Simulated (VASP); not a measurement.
# GaAs (zincblende type) (F-43m) in VASP: a series of runs, part 2 of 2

VASP 6.6.1.

### Step 3. Single point, LDA (19.35 Å³/atom)

This run uses another cell than the first one, of 19.35 Å³/atom.

POSCAR

```
GaAs
1.0
    0.0000000000      2.6848577537      2.6848577537
    2.6848577537      0.0000000000      2.6848577537
    2.6848577537      2.6848577537      0.0000000000
Ga As
1 1
Direct
    0.0000000000      0.0000000000      0.0000000000
    0.2500000000      0.2500000000      0.2500000000
```

INCAR.step1

```
SYSTEM = GaAs
PREC     = Accurate       ! precision mode
ENCUT    = 520            ! plane-wave cutoff, eV
EDIFF    = 1E-6           ! SCF threshold, eV
ISMEAR   = -1             ! smearing method
SIGMA    = 0.08           ! smearing width, eV
LREAL    = .FALSE.        ! projectors in reciprocal space
LASPH    = .TRUE.         ! aspherical terms in the spheres
NELM     = 100            ! most SCF steps
ALGO     = Normal         ! electronic algorithm
ISIF     = 2              ! what is computed and relaxed
LWAVE    = .FALSE.        ! write WAVECAR
LCHARG   = .TRUE.         ! write CHGCAR
NBANDS   = 16             ! bands
```

KPOINTS.step1

```
regular mesh
0
G
  13 13 13
  0 0 0
```

INCAR.step2

```
SYSTEM = GaAs
PREC     = Accurate       ! precision mode
ENCUT    = 520            ! plane-wave cutoff, eV
EDIFF    = 1E-6           ! SCF threshold, eV
ISMEAR   = -5             ! smearing method
SIGMA    = 0.08           ! smearing width, eV
LREAL    = .FALSE.        ! projectors in reciprocal space
LASPH    = .TRUE.         ! aspherical terms in the spheres
NELM     = 100            ! most SCF steps
ALGO     = Normal         ! electronic algorithm
ISIF     = 2              ! what is computed and relaxed
LWAVE    = .FALSE.        ! write WAVECAR
LCHARG   = .FALSE.        ! write CHGCAR
LORBIT   = 10             ! projections on sites
NBANDS   = 16             ! bands
NEDOS    = 2001           ! points of the DOS
ICHARG   = 11             ! starting density
```

KPOINTS.step2

```
regular mesh
0
G
  20 20 20
  0 0 0
```

Potentials or basis: VASP PAW LDA potentials, release 64 (Ga_d, As).

The run is started by

```bash
$ cat potpaw_LDA.64/Ga_d/POTCAR potpaw_LDA.64/As/POTCAR > POTCAR
$ cp INCAR.step1 INCAR
$ cp KPOINTS.step1 KPOINTS
$ mpirun -np 1 vasp_std > vasp.out
$ cp INCAR.step2 INCAR
$ cp KPOINTS.step2 KPOINTS
$ mpirun -np 1 vasp_std > vasp.out
```

OUTCAR:

```text
SYSTEM = GaAs
   PREC = Accurate
   ENCUT = 520
   EDIFF = 1E-6
   ISMEAR = -5
   LREAL = .FALSE.
   LASPH = .TRUE.
   NELM = 100
   ISIF = 2
   LORBIT = 10
   ICHARG = 11

 ion  position               nearest neighbor table
   1  0.000  0.000  0.000-   2 2.33   2 2.33   2 2.33   2 2.33
   2  0.250  0.250  0.250-   1 2.33   1 2.33   1 2.33   1 2.33

  LATTYP: Found a face centered cubic cell.
 ALAT       =     5.3697155074

  Lattice vectors:

 A1 = (   0.0000000000,   2.6848577537,   2.6848577537)
 A2 = (   2.6848577537,   0.0000000000,   2.6848577537)
 A3 = (   2.6848577537,   2.6848577537,   0.0000000000)

Analysis of symmetry for initial positions (statically):
=====================================================================
 Subroutine PRICEL returns:
 Original cell was already a primitive cell.

 Routine SETGRP: Setting up the symmetry group for a
 face centered cubic supercell.

 Subroutine GETGRP returns: Found 24 space group operations
 (whereof 24 operations were pure point group operations)
 out of a pool of 48 trial point group operations.

The static configuration has the point symmetry T_d .

Analysis of symmetry for dynamics (positions and initial velocities):
=====================================================================
 Subroutine PRICEL returns:
 Original cell was already a primitive cell.

 Routine SETGRP: Setting up the symmetry group for a
 face centered cubic supercell.

 Subroutine GETGRP returns: Found 24 space group operations
 (whereof 24 operations were pure point group operations)
 out of a pool of 48 trial point group operations.

The dynamic configuration has the point symmetry T_d .

 Subroutine INISYM returns: Found 24 space group operations
 (whereof 24 operations are pure point group operations),
 and found     1 'primitive' translations

----------------------------------------------------------------------------------------

                                     Primitive cell

  volume of cell :      38.7074

  direct lattice vectors                    reciprocal lattice vectors
     0.000000000  2.684857754  2.684857754    -0.186229605  0.186229605  0.186229605
     2.684857754  0.000000000  2.684857754     0.186229605 -0.186229605  0.186229605
     2.684857754  2.684857754  0.000000000     0.186229605  0.186229605 -0.186229605

  length of vectors
     3.796962248  3.796962248  3.796962248     0.322559138  0.322559138  0.322559138

  position of ions in fractional coordinates (direct lattice)
     0.000000000  0.000000000  0.000000000
     0.250000000  0.250000000  0.250000000

  ion indices of the primitive-cell ions
   primitive index   ion index
                 1           1
                 2           2

----------------------------------------------------------------------------------------

 KPOINTS: regular mesh

Automatic generation of k-mesh.
 Grid dimensions read from file:
 generate k-points for:   20   20   20

 Generating k-lattice:

  Cartesian coordinates                     Fractional coordinates (reciprocal lattice)
    -0.009311480  0.009311480  0.009311480     0.050000000  0.000000000  0.000000000
     0.009311480 -0.009311480  0.009311480     0.000000000  0.050000000  0.000000000
     0.009311480  0.009311480 -0.009311480     0.000000000  0.000000000  0.050000000

  Length of vectors
     0.016127957  0.016127957  0.016127957

  Shift w.r.t. Gamma in fractional coordinates (k-lattice)
     0.000000000  0.000000000  0.000000000

 TETIRR: Found   1093 inequivalent tetrahedra from    48000

 Subroutine IBZKPT returns following result:
 ===========================================

 Found    256 irreducible k-points:

 Following reciprocal coordinates:
            Coordinates               Weight
  0.000000  0.000000  0.000000      1.000000
  0.050000  0.000000  0.000000      8.000000
  0.100000  0.000000  0.000000      8.000000
  0.150000  0.000000  0.000000      8.000000
  0.200000  0.000000  0.000000      8.000000
  0.250000  0.000000  0.000000      8.000000
[... 16 lines left out ...]
 -0.400000  0.050000  0.000000     24.000000
 -0.350000  0.050000  0.000000     24.000000
 [... further k-points ...]
   k-points           NKPTS =    256   k-points in BZ     NKDIM =    256   number of bands    NBANDS=     16
   number of dos      NEDOS =   2001   number of ions     NIONS =      2
   total plane-waves  NPLWV =  21952
   dimension x,y,z NGX =    28 NGY =   28 NGZ =   28
   dimension x,y,z NGXF=    56 NGYF=   56 NGZF=   56
   ions per type =               1   1
   NGX,Y,Z   is equivalent  to a cutoff of  12.26, 12.26, 12.26 a.u.
   NGXF,Y,Z  is equivalent  to a cutoff of  24.52, 24.52, 24.52 a.u.
 SYSTEM =  GaAs
   PREC   = accura    normal or accurate (medium, high low for compatibility)
   ISTART =      0    job   : 0-new  1-cont  2-samecut
   ICHARG =     11    charge: 1-file 2-atom 10-const
   ISPIN  =      1    spin polarized calculation?
   LNONCOLLINEAR =      F non collinear calculations
   LSORBIT =      F    spin-orbit coupling
   LASPH  =      T    aspherical Exc in radial PAW
   ENCUT  =  520.0 eV  38.22 Ry    6.18 a.u.   7.06  7.06  7.06*2*pi/ulx,y,z
   NELM   =    100;   NELMIN=  2; NELMDL=  0     # of ELM steps
   EDIFF  = 0.1E-05   stopping-criterion for ELM
   LREAL  =      F    real-space projection
   EDIFFG = 0.1E-04   stopping-criterion for IOM
   NSW    =      0    number of steps for IOM
   IBRION =     -1    ionic relax: 0-MD 1-quasi-New 2-CG
   NFREE  =      0    steps in history (QN), initial steepest desc. (CG)
   ISIF   =      2    stress and relaxation
   ISYM   =      2    0-nonsym 1-usesym 2-fastsym
   POTIM  = 0.5000    time-step for ionic-motion
   TEBEG  =    0.0;   TEEND  =   0.0 temperature during run
   PSTRESS=    0.0 pullay stress
   NELECT =      18.0000    total number of electrons
   NUPDOWN=      -1.0000    fix difference up-down
   EMIN   =  10.00;   EMAX   =-10.00  energy-range for DOS
   EFERMI =   0.00;   METHOD = LEGACY
   ISMEAR =    -5;   SIGMA  =   0.08  broadening in eV -4-tet -1-fermi 0-gaus
   EFERMI_NEDOS =   21; number of points for ismear=-14 and -15
   IALGO  =     38    algorithm
   IMIX   =      4    mixing-type and parameters
     AMIX     =   0.40;   BMIX     =  1.00
     AMIX_MAG =   1.60;   BMIX_MAG =  1.00
  volume/ion in A,a.u.               =      19.35       130.61
  Fermi-wavevector in a.u.,A,eV,Ry     =   1.268336  2.396808 21.887375  1.608677
  Thomas-Fermi vector in A             =   2.401436
   LORBIT       =     10    0 simple, 1 ext, 2 COOP (PROOUT), +10 PAW based schemes
   GGA     = CA    functional components
   LHFCALC =     F    Hartree Fock is set to
   AEXX    =    0.0000 exact exchange contribution
   IVDW    =     0    specifies the selected vdW correction
   LEPSILON=     F    determine dielectric tensor
   LRPA    =     F    only Hartree local field effects (RPA)
 non-spin polarized calculation
 Fermi weights with tetrahedron method with Bloechl corrections
  energy-cutoff  :      520.00
  volume of cell :       38.71
 maximum number of plane-waves:      1056

 number of electron      17.9999989 magnetization

 Free energy of the ion-electron system (eV)
  ---------------------------------------------------
  ext. energy  EPLUGINS =         0.00000000
  ---------------------------------------------------
  free energy    TOTEN  =        -9.44381433 eV

  energy without entropy =       -9.44381433  energy(sigma->0) =       -9.44381433

 E-fermi :   5.4209     XC(G=0): -10.6125

 val. band max:        5.4102064114   @ k =   0.0000   0.0000   0.0000
 cond. band min:       6.4262050547   @ k =   0.4500   0.4500   0.0000
 fundamental gap:      1.0159986432
 Fermi energy:         5.4209251219

 k-point     1 :       0.0000    0.0000    0.0000
  band No.  band energies     occupation
      1      -9.8872      2.00000
      2      -9.8872      2.00000
      3      -9.8872      2.00000
      4      -9.7613      2.00000
      5      -9.7613      2.00000
      6      -8.5809      2.00000
[... 433 lines left out ...]
      3      -9.8580      2.00000
      4      -9.7601      2.00000
      5      -9.7569      2.00000
      6      -6.8603      2.00000
[... 8 lines left out ...]
     15      15.3774      0.00000
     16      16.8030      0.00000

 [... further k-points ...]

------------------------ aborting loop because EDIFF is reached ----------------------------------------

  FORCE on cell =-STRESS in cart. coord.  units (eV):
  Direction    XX          YY          ZZ          XY          YZ          ZX
  --------------------------------------------------------------------------------------
  -------------------------------------------------------------------------------------
  Total        3.2038788      3.2038788      3.2038788      0.0000000      0.0000000     -0.0000000
  in kB      132.6150526    132.6150526    132.6150526      0.0000000      0.0000000     -0.0000000
  external PRESSURE =     132.6150526 kB  Pullay stress =       0.0000000 kB

 VOLUME and BASIS-vectors are now :
 -----------------------------------------------------------------------------
  energy-cutoff  :      520.00
  volume of cell :       38.71
      direct lattice vectors                 reciprocal lattice vectors
     0.000000000  2.684857754  2.684857754    -0.186229605  0.186229605  0.186229605
     2.684857754  0.000000000  2.684857754     0.186229605 -0.186229605  0.186229605
     2.684857754  2.684857754  0.000000000     0.186229605  0.186229605 -0.186229605

 POSITION                                       TOTAL-FORCE (eV/Angst)
 -----------------------------------------------------------------------------------
      0.00000      0.00000      0.00000        -0.000000     -0.000000     -0.000000
      1.34243      1.34243      1.34243         0.000000      0.000000      0.000000
 -----------------------------------------------------------------------------------
    total drift:                                0.000001      0.000001      0.000001

  FREE ENERGIE OF THE ION-ELECTRON SYSTEM (eV)
  ---------------------------------------------------
  free  energy   TOTEN  =        -9.4438143317 eV

  energy  without entropy=       -9.4438143317  energy(sigma->0) =       -9.44381433

 total charge

# of ion       s       p       d       tot
------------------------------------------
    1        0.903   0.977  10.027  11.908
    2        1.208   1.718   0.045   2.971
--------------------------------------------------
tot          2.111   2.695  10.072  14.878
```

It took 3 min on 1 thread of Intel Xeon 8259CL, shared host; peak memory 0.27 GiB.

Results:

```
Valence electrons inside the program's atomic spheres : Ga 11.91; As 2.97
```

### Step 4. Single point, LDA (21.99 Å³/atom)

This run uses another cell than the first one, of 21.99 Å³/atom.

POSCAR

```
GaAs
1.0
    0.0000000000      2.8017350116      2.8017350116
    2.8017350116      0.0000000000      2.8017350116
    2.8017350116      2.8017350116      0.0000000000
Ga As
1 1
Direct
    0.0000000000      0.0000000000      0.0000000000
    0.2500000000      0.2500000000      0.2500000000
```

INCAR.step1

```
SYSTEM = GaAs
PREC     = Accurate       ! precision mode
ENCUT    = 520            ! plane-wave cutoff, eV
EDIFF    = 1E-6           ! SCF threshold, eV
ISMEAR   = -1             ! smearing method
SIGMA    = 0.08           ! smearing width, eV
LREAL    = .False.        ! projectors in reciprocal space
LASPH    = .True.         ! aspherical terms in the spheres
NELM     = 100            ! most SCF steps
ALGO     = Normal         ! electronic algorithm
ISIF     = 2              ! what is computed and relaxed
LWAVE    = .False.        ! write WAVECAR
LCHARG   = .True.         ! write CHGCAR
GGA      = CA             ! functional
NBANDS   = 16             ! bands
```

KPOINTS.step1

```
regular mesh
0
Gamma
  13 13 13
  0 0 0
```

INCAR.step2

```
SYSTEM = GaAs
PREC     = Accurate       ! precision mode
ENCUT    = 520            ! plane-wave cutoff, eV
EDIFF    = 1E-6           ! SCF threshold, eV
ISMEAR   = -5             ! smearing method
SIGMA    = 0.08           ! smearing width, eV
LREAL    = .False.        ! projectors in reciprocal space
LASPH    = .True.         ! aspherical terms in the spheres
NELM     = 100            ! most SCF steps
ALGO     = Normal         ! electronic algorithm
ISIF     = 2              ! what is computed and relaxed
LWAVE    = .False.        ! write WAVECAR
LCHARG   = .False.        ! write CHGCAR
GGA      = CA             ! functional
LORBIT   = 11             ! projections on sites
NBANDS   = 16             ! bands
NEDOS    = 1001           ! points of the DOS
ICHARG   = 11             ! starting density
```

KPOINTS.step2

```
regular mesh
0
Gamma
  20 20 20
  0 0 0
```

Potentials or basis: VASP PAW LDA potentials, release 64 (Ga_d, As).

The run is started by

```bash
$ cat potpaw_LDA.64/Ga_d/POTCAR potpaw_LDA.64/As/POTCAR > POTCAR
$ cp INCAR.step1 INCAR
$ cp KPOINTS.step1 KPOINTS
$ mpirun -np 1 vasp_std > vasp.out
$ cp INCAR.step2 INCAR
$ cp KPOINTS.step2 KPOINTS
$ mpirun -np 1 vasp_std > vasp.out
```

OUTCAR:

```text
SYSTEM = GaAs
   PREC = Accurate
   ENCUT = 520
   EDIFF = 1E-6
   ISMEAR = -5
   LREAL = .False.
   LASPH = .True.
   NELM = 100
   ISIF = 2
   GGA = CA
   LORBIT = 11
   ICHARG = 11

 ion  position               nearest neighbor table
   1  0.000  0.000  0.000-   2 2.43   2 2.43   2 2.43   2 2.43
   2  0.250  0.250  0.250-   1 2.43   1 2.43   1 2.43   1 2.43

  LATTYP: Found a face centered cubic cell.
 ALAT       =     5.6034700232

  Lattice vectors:

 A1 = (   0.0000000000,   2.8017350116,   2.8017350116)
 A2 = (   2.8017350116,   0.0000000000,   2.8017350116)
 A3 = (   2.8017350116,   2.8017350116,   0.0000000000)

Analysis of symmetry for initial positions (statically):
=====================================================================
 Subroutine PRICEL returns:
 Original cell was already a primitive cell.

 Routine SETGRP: Setting up the symmetry group for a
 face centered cubic supercell.

 Subroutine GETGRP returns: Found 24 space group operations
 (whereof 24 operations were pure point group operations)
 out of a pool of 48 trial point group operations.

[... 173 lines left out ...]
      1     -10.9189      2.00000
      2     -10.9189      2.00000
      3     -10.9189      2.00000
      4     -10.8323      2.00000
      5     -10.8323      2.00000
      6      -8.9003      2.00000
[... 433 lines left out ...]
      3     -10.8994      2.00000
      4     -10.8313      2.00000
      5     -10.8292      2.00000
      6      -7.4898      2.00000
[... 8 lines left out ...]
     15      13.7022      0.00000
     16      14.9120      0.00000

 [... further k-points ...]

------------------------ aborting loop because EDIFF is reached ----------------------------------------

  FORCE on cell =-STRESS in cart. coord.  units (eV):
  Direction    XX          YY          ZZ          XY          YZ          ZX
  --------------------------------------------------------------------------------------
  -------------------------------------------------------------------------------------
  Total        0.0826166      0.0826166      0.0826166     -0.0000000      0.0000000     -0.0000000
  in kB        3.0093071      3.0093071      3.0093071     -0.0000000      0.0000000     -0.0000000
  external PRESSURE =       3.0093071 kB  Pullay stress =       0.0000000 kB

 VOLUME and BASIS-vectors are now :
 -----------------------------------------------------------------------------
  energy-cutoff  :      520.00
  volume of cell :       43.99
      direct lattice vectors                 reciprocal lattice vectors
     0.000000000  2.801735012  2.801735012    -0.178460846  0.178460846  0.178460846
     2.801735012  0.000000000  2.801735012     0.178460846 -0.178460846  0.178460846
     2.801735012  2.801735012  0.000000000     0.178460846  0.178460846 -0.178460846

 POSITION                                       TOTAL-FORCE (eV/Angst)
 -----------------------------------------------------------------------------------
      0.00000      0.00000      0.00000        -0.000000     -0.000000     -0.000000
      1.40087      1.40087      1.40087         0.000000      0.000000      0.000000
 -----------------------------------------------------------------------------------
    total drift:                               -0.000001     -0.000001     -0.000000

  FREE ENERGIE OF THE ION-ELECTRON SYSTEM (eV)
  ---------------------------------------------------
  free  energy   TOTEN  =        -9.6438391156 eV

  energy  without entropy=       -9.6438391156  energy(sigma->0) =       -9.64383912

 total charge

# of ion       s       p       d       tot
------------------------------------------
    1        0.895   0.833   9.998  11.726
    2        1.216   1.612   0.033   2.862
--------------------------------------------------
tot          2.112   2.445  10.031  14.588
```

Wall time 4.4 min (1 thread of Intel Xeon 8259CL, shared host); peak memory 0.3 GiB.

What came out:

* Valence electrons inside the program's atomic spheres: Ga 11.73; As 2.86
